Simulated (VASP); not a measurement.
Here is a VASP 6.6.1 calculation.

File INCAR:

```
SYSTEM = Sb
PREC = Accurate
ENCUT = 520
EDIFF = 1E-7
ISMEAR = -5
SIGMA = 0.1
LREAL = .False.
LASPH = .True.
NELM = 150
ALGO = Normal
ISIF = 2
LWAVE = .False.
LCHARG = .False.
ISPIN = 2
MAGMOM = 0.5 -0.5
LORBIT = 11
GGA = PE
NBANDS = 16
```

KPOINTS

```
regular mesh
0
Gamma
  6 6 6
  0 0 0
```

The input POSCAR:

```
Sb
1.0
    4.6016179500      0.0000000000      0.0000000000
    2.5698884194      3.7274271754      0.0000000000
    2.5156260234      1.3306021426      3.5220845149
Sb
2
Direct
    0.7665100000      0.7665100000      0.7665100000
    0.2334900000      0.2334900000      0.2334900000
```

Potentials or basis: VASP PAW PBE potentials, release 64 (Sb).

Run with:

```console
$ cat potpaw_PBE.64/Sb/POTCAR > POTCAR
$ mpirun -np 1 vasp_std > vasp.out
```

Q: Predict the largest force.

A: 0.152 eV/Å.

Q: Predict the band gap on the k mesh.

A: Zero (filled and empty bands overlap).

Q: Estimate the pressure.

A: 3.2 GPa.

Q: Predict the net moment.

A: 0.00 μB per cell.

Stress tensor (GPa, compression positive):
```
 1.69 -0.94  0.59
-0.94  4.46  0.66
 0.59  0.66  3.53
```

Caveat: the cell differs from its parent crystal (the cell strained at random); spin-orbit coupling is left out, which moves the levels of the heavy elements; tetrahedron occupations give inexact forces and stress in metals.
